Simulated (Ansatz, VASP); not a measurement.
**HPbNO4: VASP beside Ansatz**

Contents of INCAR:

```
SYSTEM = HPbNO4
PREC     = Accurate       ! precision mode
ENCUT    = 520            ! plane-wave cutoff, eV
EDIFF    = 1E-6           ! SCF threshold, eV
ISMEAR   = -1             ! smearing method
SIGMA    = 0.05           ! smearing width, eV
LREAL    = .FALSE.        ! projectors in reciprocal space
LASPH    = .TRUE.         ! aspherical terms in the spheres
NELM     = 100            ! most SCF steps
ALGO     = Normal         ! electronic algorithm
ISIF     = 2              ! what is computed and relaxed
LWAVE    = .FALSE.        ! write WAVECAR
LCHARG   = .FALSE.        ! write CHGCAR
GGA      = B5             ! functional
ALDAX    = 1.0          
AGGAX    = 1.0          
AGGAC    = 1.0          
ALDAC    = 0.0          
NBANDS   = 31             ! bands
```

KPOINTS

```
Automatic mesh
0
G
  7 7 5
  0 0 0
```

File POSCAR:

```
HPbNO4
1.0
    4.1992300000      0.1111700000      0.1681700000
    1.9160000000      3.8913200000      0.1256800000
    1.7608500000      1.2525900000      6.3726600000
H Pb N O
1 1 1 4
Direct
    0.8914500000      0.6820200000      0.6279600000
    0.1442600000      0.9287200000      0.8835200000
    0.2567000000      0.2886100000      0.3017100000
    0.8310800000      0.6505600000      0.7840500000
    0.3869400000      0.2238000000      0.1129500000
    0.3110400000      0.0357600000      0.4585600000
    0.0772600000      0.6063300000      0.3227500000
```

File input.yaml:

```yaml
crystal:
  lattice:
    - [4.19923, 0.11117, 0.16817]
    - [1.916, 3.89132, 0.12568]
    - [1.76085, 1.25259, 6.37266]
  atoms:
    - { symbol: H, position: [0.89145, 0.68202, 0.62796] }
    - { symbol: Pb, position: [0.14426, 0.92872, 0.88352] }
    - { symbol: "N", position: [0.2567, 0.28861, 0.30171] }
    - { symbol: O, position: [0.83108, 0.65056, 0.78405] }
    - { symbol: O, position: [0.38694, 0.2238, 0.11295] }
    - { symbol: O, position: [0.31104, 0.03576, 0.45856] }
    - { symbol: O, position: [0.07726, 0.60633, 0.32275] }
hamiltonian:
  xc: blyp
  pseudopotentials: { kind: paw }
kpoints:
  mp_grid: { grid: [7, 7, 5] }
  band_path:
    path:
      - [[0.0, 0.0, 0.5], [0.0, 0.0, 0.0], [0.5, 0.0, 0.0]]
      - [[0.5, 0.0, 0.5], [0.0, 0.0, 0.0], [0.0, 0.5, 0.0]]
      - [[0.0, 0.5, 0.5], [0.0, 0.0, 0.0], [0.5, 0.5, 0.0]]
      - [[0.5, 0.5, 0.5], [0.0, 0.0, 0.0]]
    npoints: 10
scf:
  occupations: { method: fermi_dirac, width: 0.05 }
  n_extra_bands: 17
output:
  forces: true
  stress: true
  eigenvalues: true
  fatbands: false
```

Alike in both runs: functional BLYP; k mesh 7 × 7 × 5; occupations fermi-dirac, width 0.05 eV; no spin polarisation.

|  | VASP | Ansatz |
| --- | --- | --- |
| version | VASP 6.6.1 | Ansatz 0.2.0 |
| potentials or method | VASP PAW PBE potentials, release 64 (H, Pb_d, N, O) | Ansatz PAW |
| plane-wave cutoff (eV) | 520 | 420 |
| valence electrons in the cell | 44 | 44 |
| task | single point | band structure |

Ansatz gave:

- gap on the k mesh at the Fermi level (eV): 2.78
- least direct gap on the mesh (eV): 2.81
- pressure (GPa): 2.1
- traceless stress, the component that is largest in VASP (GPa): -0.65
- rms of the force components (eV/Å): 0.125

Q: Estimate VASP's values.

A: gap on the k mesh at the Fermi level (eV): 2.74; least direct gap on the mesh (eV): 2.76; pressure (GPa): 3.1; traceless stress, the component that is largest in VASP (GPa): -1.77; rms of the force components (eV/Å): 0.320.

VASP's potentials were made for PBE, not for BLYP. Atom by atom the forces differ by 0.207 eV/Å (rms over components).

Spin-orbit coupling is off throughout. Noted on VASP's run: the standard files for N, O and F lose accuracy on very short bonds.
